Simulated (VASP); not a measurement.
# Fe2Ru (Fm-3m) in VASP: notebook

Runs on Fe2Ru. Level: PBE. Tasks: single point, relaxation of cell and atoms.

Program: VASP 6.6.1. These are calculated values, not measurements. Logs are shortened: lines on timing, memory, paths and dates and some standing lists are left out, and cuts for length are marked.

## Step 1: The cell of the first run

The structure is cubic, space group Fm-3m (No. 225). The conventional cell has a = 5.496 Å, b = 5.496 Å, c = 5.496 Å, α = 90.00°, β = 90.00°, γ = 90.00°. Within 3.1 Å of Fe (site symmetry -43m) lie 4 Ru at 2.38 Å and 6 Fe at 2.75 Å. Ru (site symmetry m-3m) has 8 Fe at 2.38 Å within 3.1 Å.

## Step 2: Single point, PBE

Input file INCAR:

```
PREC = Accurate
ENCUT = 520
EDIFF = 1E-7
ISMEAR = 0
SIGMA = 0.1
LREAL = False
LASPH = True
NELM = 100
ALGO = Normal
ISIF = 2
LWAVE = False
LCHARG = False
GGA = PE
NBANDS = 22
```

Input file KPOINTS:

```
regular mesh
0
Gamma
  6 6 6
```

Input file POSCAR:

```
Fe2Ru
1.0
    0.0000000000      2.7478122200      2.7478122200
    2.7478122200      0.0000000000      2.7478122200
    2.7478122200      2.7478122200      0.0000000000
Fe Ru
2 1
Direct
    0.2500000000      0.2500000000      0.2500000000
    0.7500000000      0.7500000000      0.7500000000
    0.0000000000      0.0000000000      0.0000000000
```

Potentials or basis: VASP PAW PBE potentials, release 64 (Fe, Ru_pv).

Run with:

```
> cat potpaw_PBE.64/Fe/POTCAR potpaw_PBE.64/Ru_pv/POTCAR > POTCAR
> mpirun -np 1 vasp_std > vasp.out
```

OUTCAR:

```text
PREC = Accurate
   ENCUT = 520
   EDIFF = 1E-7
   ISMEAR = 0
   LREAL = False
   LASPH = True
   NELM = 100
   ISIF = 2
   GGA = PE

 ion  position               nearest neighbor table
   1  0.250  0.250  0.250-   3 2.38   3 2.38   3 2.38   3 2.38   2 2.75   2 2.75   2 2.75   2 2.75
                             2 2.75   2 2.75
   2  0.750  0.750  0.750-   3 2.38   3 2.38   3 2.38   3 2.38   1 2.75   1 2.75   1 2.75   1 2.75
                             1 2.75   1 2.75
   3  0.000  0.000  0.000-   2 2.38   2 2.38   2 2.38   1 2.38   2 2.38   1 2.38   1 2.38   1 2.38

  LATTYP: Found a face centered cubic cell.
 ALAT       =     5.4956244400

  Lattice vectors:

 A1 = (   0.0000000000,   2.7478122200,   2.7478122200)
 A2 = (   2.7478122200,   0.0000000000,   2.7478122200)
 A3 = (   2.7478122200,   2.7478122200,   0.0000000000)

Analysis of symmetry for initial positions (statically):
=====================================================================
 Subroutine PRICEL returns:
 Original cell was already a primitive cell.

 Routine SETGRP: Setting up the symmetry group for a
 face centered cubic supercell.

 Subroutine GETGRP returns: Found 48 space group operations
 (whereof 48 operations were pure point group operations)
 out of a pool of 48 trial point group operations.

The static configuration has the point symmetry O_h .

Analysis of symmetry for dynamics (positions and initial velocities):
=====================================================================
 Subroutine PRICEL returns:
 Original cell was already a primitive cell.

 Routine SETGRP: Setting up the symmetry group for a
 face centered cubic supercell.

 Subroutine GETGRP returns: Found 48 space group operations
 (whereof 48 operations were pure point group operations)
 out of a pool of 48 trial point group operations.

The dynamic configuration has the point symmetry O_h .

 Subroutine INISYM returns: Found 48 space group operations
 (whereof 48 operations are pure point group operations),
 and found     1 'primitive' translations

----------------------------------------------------------------------------------------

                                     Primitive cell

  volume of cell :      41.4946

  direct lattice vectors                    reciprocal lattice vectors
     0.000000000  2.747812220  2.747812220    -0.181962944  0.181962944  0.181962944
     2.747812220  0.000000000  2.747812220     0.181962944 -0.181962944  0.181962944
     2.747812220  2.747812220  0.000000000     0.181962944  0.181962944 -0.181962944

  length of vectors
     3.885993308  3.885993308  3.885993308     0.315169063  0.315169063  0.315169063

  position of ions in fractional coordinates (direct lattice)
     0.250000000  0.250000000  0.250000000
     0.750000000  0.750000000  0.750000000
     0.000000000  0.000000000  0.000000000

  ion indices of the primitive-cell ions
   primitive index   ion index
                 1           1
                 2           2
                 3           3

----------------------------------------------------------------------------------------

 KPOINTS: regular mesh

Automatic generation of k-mesh.
 Grid dimensions read from file:
 generate k-points for:    6    6    6

 Generating k-lattice:

  Cartesian coordinates                     Fractional coordinates (reciprocal lattice)
    -0.030327157  0.030327157  0.030327157     0.166666667  0.000000000  0.000000000
     0.030327157 -0.030327157  0.030327157     0.000000000  0.166666667  0.000000000
     0.030327157  0.030327157 -0.030327157     0.000000000  0.000000000  0.166666667

  Length of vectors
     0.052528177  0.052528177  0.052528177

  Shift w.r.t. Gamma in fractional coordinates (k-lattice)
     0.000000000  0.000000000  0.000000000

 Subroutine IBZKPT returns following result:
 ===========================================

 Found     16 irreducible k-points:

 Following reciprocal coordinates:
            Coordinates               Weight
  0.000000  0.000000  0.000000      1.000000
  0.166667  0.000000  0.000000      8.000000
  0.333333  0.000000  0.000000      8.000000
  0.500000  0.000000  0.000000      4.000000
  0.166667  0.166667  0.000000      6.000000
  0.333333  0.166667  0.000000     24.000000
[... 8 lines left out ...]
 -0.333333  0.333333  0.166667     24.000000
 -0.333333  0.500000  0.166667     12.000000
   k-points           NKPTS =     16   k-points in BZ     NKDIM =     16   number of bands    NBANDS=     22
   number of dos      NEDOS =    301   number of ions     NIONS =      3
   total plane-waves  NPLWV =  27000
   dimension x,y,z NGX =    30 NGY =   30 NGZ =   30
   dimension x,y,z NGXF=    60 NGYF=   60 NGZF=   60
   ions per type =               2   1
   NGX,Y,Z   is equivalent  to a cutoff of  12.83, 12.83, 12.83 a.u.
   NGXF,Y,Z  is equivalent  to a cutoff of  25.67, 25.67, 25.67 a.u.
 SYSTEM =  unknown system
[... 133 lines left out ...]
[... 14 lines left out ...]
     21      13.5233      0.00000
     22      14.5259      0.00000

 k-point     7 :       0.5000    0.1667    0.0000
  band No.  band energies     occupation
      1     -36.4715      2.00000
      2     -36.4630      2.00000
      3     -36.4608      2.00000
      4       2.1307      2.00000
      5       2.5835      2.00000
      6       2.8198      2.00000
[... 14 lines left out ...]
     21      13.0787      0.00000
     22      13.3857      0.00000

 k-point     8 :      -0.3333    0.1667    0.0000
  band No.  band energies     occupation
      1     -36.4703      2.00000
      2     -36.4634      2.00000
      3     -36.4608      2.00000
      4       1.8043      2.00000
      5       2.8176      2.00000
      6       2.9439      2.00000
[... 14 lines left out ...]
     21      12.5340      0.00000
     22      14.6578      0.00000

 k-point     9 :      -0.1667    0.1667    0.0000
  band No.  band energies     occupation
      1     -36.4671      2.00000
      2     -36.4621      2.00000
      3     -36.4611      2.00000
      4       0.7235      2.00000
      5       2.8036      2.00000
      6       2.8353      2.00000
[... 14 lines left out ...]
     21      13.2247      0.00000
     22      16.7832      0.00000

 k-point    10 :       0.3333    0.3333    0.0000
  band No.  band energies     occupation
      1     -36.4727      2.00000
      2     -36.4609      2.00000
      3     -36.4609      2.00000
      4       1.8134      2.00000
      5       2.3097      2.00000
      6       2.4055      2.00000
[... 14 lines left out ...]
     21      11.6103      0.00000
     22      12.0234      0.00000

 k-point    11 :       0.5000    0.3333    0.0000
  band No.  band energies     occupation
      1     -36.4737      2.00000
      2     -36.4625      2.00000
      3     -36.4607      2.00000
      4       2.1125      2.00000
      5       2.2725      2.00000
      6       2.7207      2.00000
[... 14 lines left out ...]
     21      10.4867      0.00000
     22      10.9635      0.00000

 k-point    12 :      -0.3333    0.3333    0.0000
  band No.  band energies     occupation
      1     -36.4696      2.00000
      2     -36.4667      2.00000
      3     -36.4607      2.00000
      4       2.0767      2.00000
      5       2.6055      2.00000
      6       2.7426      2.00000
[... 14 lines left out ...]
     21       9.8630      0.00000
     22      12.3399      0.00000

 k-point    13 :       0.5000    0.5000    0.0000
  band No.  band energies     occupation
      1     -36.4764      2.00000
      2     -36.4607      2.00000
      3     -36.4607      2.00000
      4       1.9554      2.00000
      5       2.1032      2.00000
      6       3.3464      2.00000
[... 14 lines left out ...]
     21       9.4610      0.00000
     22       9.4610      0.00000

 k-point    14 :       0.5000    0.3333    0.1667
  band No.  band energies     occupation
      1     -36.4707      2.00000
      2     -36.4638      2.00000
      3     -36.4608      2.00000
      4       1.9743      2.00000
      5       2.4559      2.00000
      6       2.6219      2.00000
[... 14 lines left out ...]
     21      10.9650      0.00000
     22      12.6523      0.00000

 k-point    15 :      -0.3333    0.3333    0.1667
  band No.  band energies     occupation
      1     -36.4696      2.00000
      2     -36.4666      2.00000
      3     -36.4607      2.00000
      4       2.2935      2.00000
      5       2.3598      2.00000
      6       2.6174      2.00000
[... 14 lines left out ...]
     21      10.8960      0.00000
     22      11.3943      0.00000

 k-point    16 :      -0.3333    0.5000    0.1667
  band No.  band energies     occupation
      1     -36.4725      2.00000
      2     -36.4646      2.00000
      3     -36.4607      2.00000
      4       2.1088      2.00000
      5       2.3414      2.00000
      6       2.5977      2.00000
[... 14 lines left out ...]
     21       9.2421      0.00000
     22       9.5196      0.00000

------------------------ aborting loop because EDIFF is reached ----------------------------------------

  FORCE on cell =-STRESS in cart. coord.  units (eV):
  Direction    XX          YY          ZZ          XY          YZ          ZX
  --------------------------------------------------------------------------------------
  -------------------------------------------------------------------------------------
  Total       -0.0365214     -0.0365214     -0.0365214     -0.0000000     -0.0000000      0.0000000
  in kB       -1.4101558     -1.4101558     -1.4101558     -0.0000000     -0.0000000      0.0000000
  external PRESSURE =      -1.4101558 kB  Pullay stress =       0.0000000 kB

 VOLUME and BASIS-vectors are now :
 -----------------------------------------------------------------------------
  energy-cutoff  :      520.00
  volume of cell :       41.49
      direct lattice vectors                 reciprocal lattice vectors
     0.000000000  2.747812220  2.747812220    -0.181962944  0.181962944  0.181962944
     2.747812220  0.000000000  2.747812220     0.181962944 -0.181962944  0.181962944
     2.747812220  2.747812220  0.000000000     0.181962944  0.181962944 -0.181962944

 POSITION                                       TOTAL-FORCE (eV/Angst)
 -----------------------------------------------------------------------------------
      1.37391      1.37391      1.37391         0.000000     -0.000000      0.000000
      4.12172      4.12172      4.12172        -0.000000      0.000000     -0.000000
      0.00000      0.00000      0.00000         0.000000     -0.000000     -0.000000
 -----------------------------------------------------------------------------------
    total drift:                                0.000000     -0.000000      0.000000

  FREE ENERGIE OF THE ION-ELECTRON SYSTEM (eV)
  ---------------------------------------------------
  free  energy   TOTEN  =       -23.3083142265 eV

  energy  without entropy=      -23.2860127883  energy(sigma->0) =      -23.29716351
```

It took 35 s on 1 thread of Oxide Virtual Turin-like, shared host; peak memory 0.14 GiB.

What came out:

```
Free energy            : -23.3083 eV
Pressure               : -0.1 GPa
Band gap on the k mesh : zero (bands 15 and 16 overlap by 0.40 eV)
```

Levels at points of the mesh, in eV from the Fermi level:
| k point | band 12 | band 13 | band 14 | band 15 | band 16 | band 17 | band 18 | band 19 |
| --- | --- | --- | --- | --- | --- | --- | --- | --- |
| (0.00, 0.00, 0.00) | -2.25 | 0.30 | 0.30 | 0.30 | 0.41 | 0.41 | 0.56 | 0.56 |
| (0.50, 0.00, 0.00) | -1.60 | -1.01 | -1.01 | -0.62 | 0.28 | 0.28 | 0.95 | 0.95 |
| (0.50, 0.50, 0.00) | -1.00 | -1.00 | -0.25 | 0.10 | 0.36 | 1.21 | 1.21 | 1.83 |

Caveat: the run has no spin polarisation, though such a crystal can be magnetic. Spin polarisation is off, so any magnetic state and its effect on volume and gap are missing.

## Step 3: Relaxation of cell and atoms, PBE

This run uses another cell than the first one, of 11.34 Å³/atom.

Input file INCAR:

```
ALGO = Normal ; EDIFF = 1E-6
EDIFFG = -0.04 ; ENCUT = 600
GGA = PE ; IBRION = 2
ISIF = 3 ; ISMEAR = 0
LASPH = T ; LCHARG = F
LREAL = F ; LWAVE = F
NELM = 60 ; NSW = 90
PREC = Accurate ; SIGMA = 0.1
```

Input file KPOINTS:

```
k-points
0
Gamma
  6 6 6
```

Input file POSCAR:

```
Fe2Ru
1.0
    0.0000000000      2.5714526119      2.5714526119
    2.5714526119      0.0000000000      2.5714526119
    2.5714526119      2.5714526119      0.0000000000
Fe Ru
2 1
Direct
    0.2500000000      0.2500000000      0.2500000000
    0.7500000000      0.7500000000      0.7500000000
    0.0000000000      0.0000000000      0.0000000000
```

Potentials or basis: VASP PAW PBE potentials, release 64 (Fe, Ru_pv).

Run with:

```
> cat potpaw_PBE.64/Fe/POTCAR potpaw_PBE.64/Ru_pv/POTCAR > POTCAR
> mpirun -np 1 vasp_std > vasp.out
```

Wall time 84 s (1 thread of Oxide Virtual Turin-like, shared host); peak memory 0.14 GiB.

The run converged. Its results:

| Property | Result |
| --- | --- |
| Free energy | -23.3036 eV |
| Relaxed volume | 13.82 Å³/atom |
| Relaxed cell | a = 3.885 Å, b = 3.885 Å, c = 3.885 Å, α = 60.00°, β = 60.00°, γ = 60.00° |
| Space group after relaxing (to 0.1 Å) | Fm-3m (No. 225) |
| Pressure after relaxing | 0.0 GPa |
| Band gap on the k mesh | zero (bands 15 and 16 overlap by 0.40 eV) |

Final structure:
```cif
data_structure
_symmetry_space_group_name_H-M 'P 1'
_symmetry_Int_Tables_number 1
_cell_length_a 3.8850
_cell_length_b 3.8850
_cell_length_c 3.8850
_cell_angle_alpha 60.000
_cell_angle_beta 60.000
_cell_angle_gamma 60.000
_cell_volume 41.46
loop_
_atom_site_label
_atom_site_type_symbol
_atom_site_fract_x
_atom_site_fract_y
_atom_site_fract_z
_atom_site_occupancy
Fe1 Fe 0.25000 0.25000 0.25000 1
Fe2 Fe 0.75000 0.75000 0.75000 1
Ru1 Ru 0.00000 0.00000 0.00000 1
```

Levels at points of the mesh, in eV from the Fermi level:
| k point | band 13 | band 14 | band 15 | band 16 | band 17 | band 18 |
| --- | --- | --- | --- | --- | --- | --- |
| (0.00, 0.00, 0.00) | 0.30 | 0.30 | 0.30 | 0.41 | 0.41 | 0.56 |
| (0.50, 0.00, 0.00) | -1.01 | -1.01 | -0.62 | 0.28 | 0.28 | 0.95 |
| (0.50, 0.50, 0.00) | -1.00 | -0.25 | 0.10 | 0.36 | 1.21 | 1.21 |

Caveat: the volume moved by over 15 % at a fixed basis, so the end points are rough; the run has no spin polarisation, though such a crystal can be magnetic. Spin polarisation is off, so any magnetic state and its effect on volume and gap are missing.

## Step 4: Single point, PBE, collinear spin, ferromagnetic start

This run uses another cell than the first one, of 11.34 Å³/atom.

Input file INCAR:

```
ALGO = Normal ; EDIFF = 1E-6
ENCUT = 520 ; GGA = PE
ISIF = 2 ; ISMEAR = 0
ISPIN = 2 ; LASPH = T
LCHARG = F ; LMAXMIX = 4
LORBIT = 11 ; LREAL = F
LWAVE = F ; MAGMOM = 4 4 0
NBANDS = 26 ; NELM = 150
PREC = Accurate ; SIGMA = 0.1
```

KPOINTS is that of step 3.

POSCAR is that of step 3.

Run with:

```
> cat potpaw_PBE.64/Fe/POTCAR potpaw_PBE.64/Ru_pv/POTCAR > POTCAR
> mpirun -np 1 vasp_std > vasp.out
```

Wall time 31 s (1 thread of Oxide Virtual Turin-like, shared host); peak memory 0.15 GiB.

The run converged. Its results:

```yaml
Free_energy: -22.0162 eV
Pressure: 66.7 GPa
Band_gap_on_the_k_mesh: zero (filled and empty bands overlap)
Net_moment: 0.00 μB per cell
Valence_electrons_inside_the_program's_atomic_spheres: Fe 7.84; Ru 13.26
```

Levels at points of the mesh, in eV from the Fermi level:
Spin up:
```csv
k point,band 13,band 14,band 15,band 16,band 17,band 18
"(0.00, 0.00, 0.00)",0.40,0.40,0.40,0.59,0.59,0.79
"(0.50, 0.00, 0.00)",-1.32,-1.32,-0.66,0.41,0.41,1.28
"(0.50, 0.50, 0.00)",-1.33,-0.34,0.19,0.52,1.64,1.64
```
Spin down:
```tsv
k point	band 12	band 13	band 14	band 15	band 16	band 17	band 18	band 19
(0.00, 0.00, 0.00)	-2.89	0.40	0.40	0.40	0.59	0.59	0.79	0.79
(0.50, 0.00, 0.00)	-2.07	-1.32	-1.32	-0.66	0.41	0.41	1.28	1.28
(0.50, 0.50, 0.00)	-1.33	-1.33	-0.34	0.19	0.52	1.64	1.64	2.45
```

Caveat: the cell stands under pressure; an empty level that is flat over the whole mesh can mark a ghost state of the potentials, or a narrow d or f band; the moments typed at the start vanished in this run.

## Step 5: Single point, PBE

Input file INCAR:

```
PREC = Accurate
ENCUT = 520
EDIFF = 1E-7
ISMEAR = 0
SIGMA = 0.1
LREAL = F
LASPH = T
NELM = 60
ALGO = Fast
ISIF = 2
LWAVE = F
LCHARG = F
GGA = PE
NBANDS = 22
```

Input file KPOINTS:

```
regular mesh
0
Gamma
  14 14 14
```

Input file POSCAR:

```
Fe2Ru
1.0
    0.0000000000      2.7478122200      2.7478122200
    2.7478122200      0.0000000000      2.7478122200
    2.7478122200      2.7478122200      0.0000000000
Fe Ru
2 1
Direct
    0.2500000000      0.2500000000      0.2500000000
    0.7500000000      0.7500000000      0.7500000000
    0.0000000000      0.0000000000      0.0000000000
```

Run with:

```
> cat potpaw_PBE.64/Fe/POTCAR potpaw_PBE.64/Ru_pv/POTCAR > POTCAR
> mpirun -np 1 vasp_std > vasp.out
```

It took 100 s on 1 thread of Oxide Virtual Turin-like, shared host; peak memory 0.2 GiB.

The run converged. Its results:

| Item | Value |
| --- | --- |
| Free energy | -23.3299 eV |
| Pressure | -0.2 GPa |
| Band gap on the k mesh | zero (bands 15 and 16 overlap by 0.54 eV) |

Levels at points of the mesh, in eV from the Fermi level:
```csv
k point,band 12,band 13,band 14,band 15,band 16,band 17,band 18,band 19
"(0.00, 0.00, 0.00)",-2.25,0.29,0.29,0.29,0.40,0.40,0.56,0.56
"(0.50, 0.00, 0.00)",-1.61,-1.02,-1.02,-0.63,0.27,0.27,0.94,0.94
"(0.50, 0.50, 0.00)",-1.01,-1.01,-0.26,0.09,0.35,1.20,1.20,1.82
```

Caveat: the run has no spin polarisation, though such a crystal can be magnetic.

## Step 6: Relaxation of cell and atoms, PBE

Input file INCAR:

```
SYSTEM = Fe2Ru
  PREC = Accurate
  ENCUT = 600
  EDIFF = 1E-6
  ISMEAR = 0
  SIGMA = 0.1
  LREAL = .FALSE.
  LASPH = .TRUE.
  NELM = 80
  ALGO = Normal
  ISIF = 3
  LWAVE = .FALSE.
  LCHARG = .FALSE.
  GGA = PE
  IBRION = 2
  NSW = 100
  EDIFFG = -0.01
```

Input file KPOINTS:

```
regular mesh
0
G
  14 14 14
  0 0 0
```

POSCAR is that of step 5.

Potentials or basis: VASP PAW PBE potentials, release 64 (Fe, Ru_pv).

Run with:

```
> cat potpaw_PBE.64/Fe/POTCAR potpaw_PBE.64/Ru_pv/POTCAR > POTCAR
> mpirun -np 1 vasp_std > vasp.out
```

Run time: 4.4 min. Hardware: 1 thread of Oxide Virtual Turin-like, shared host; peak memory 0.22 GiB.

It converged, with:

```yaml
Free_energy: -23.3290 eV
Relaxed_volume: 13.81 Å³/atom
Relaxed_cell: a = 3.884 Å, b = 3.884 Å, c = 3.884 Å, α = 60.00°, β = 60.00°, γ = 60.00°
Space_group_after_relaxing_to_0.1_Å: Fm-3m (No. 225)
Energy_gained_by_relaxing: 0.0 meV/atom
Ionic_steps: 3
Pressure_after_relaxing: 0.1 GPa
Band_gap_on_the_k_mesh: zero (bands 15 and 16 overlap by 0.54 eV)
```

Final structure:
```
CELL_PARAMETERS angstrom
0.00000 2.74632 2.74632
2.74632 0.00000 2.74632
2.74632 2.74632 0.00000
ATOMIC_POSITIONS crystal
Fe 0.25000 0.25000 0.25000
Fe 0.75000 0.75000 0.75000
Ru 0.00000 0.00000 0.00000
```

Levels at points of the mesh, in eV from the Fermi level:
```csv
k point,band 11,band 12,band 13,band 14,band 15,band 16,band 17,band 18,band 19
"(0.00, 0.00, 0.00)",-2.26,-2.26,0.29,0.29,0.29,0.40,0.40,0.56,0.56
"(0.50, 0.00, 0.00)",-1.61,-1.61,-1.02,-1.02,-0.63,0.27,0.27,0.94,0.94
"(0.50, 0.50, 0.00)",-1.93,-1.01,-1.01,-0.26,0.09,0.36,1.20,1.20,1.83
```

Caveat: the run has no spin polarisation, though such a crystal can be magnetic. Spin polarisation is off, so any magnetic state and its effect on volume and gap are missing.

## Step 7: The runs side by side

| task | cell | k mesh | cutoff (eV) | gap on the mesh (eV) | pressure (GPa) | relaxed volume (Å³/atom) |
| --- | --- | --- | --- | --- | --- | --- |
| single point | a = 3.886 Å, angles 60.0°, 3 atoms | 6 × 6 × 6 | 520 | none | -0.1 | - |
| relaxation of cell and atoms | relaxed from a = 3.637 Å, angles 60.0°, 3 atoms | 6 × 6 × 6 | 600 | none | 0.0 | 13.82 |
| single point | a = 3.886 Å, angles 60.0°, 3 atoms | 14 × 14 × 14 | 520 | none | -0.2 | - |
| relaxation of cell and atoms | relaxed from a = 3.886 Å, angles 60.0°, 3 atoms | 14 × 14 × 14 | 600 | none | 0.1 | 13.81 |

Alike in all rows: level PBE; potentials or basis VASP PAW PBE potentials, release 64 (Fe, Ru_pv); no spin polarisation; smearing gaussian 0.1 eV.

Caveats: the run has no spin polarisation, though such a crystal can be magnetic; the volume moved by over 15 % at a fixed basis, so the end points are rough (at least some runs).

Absolute energies hang on the potentials; compare differences alone.
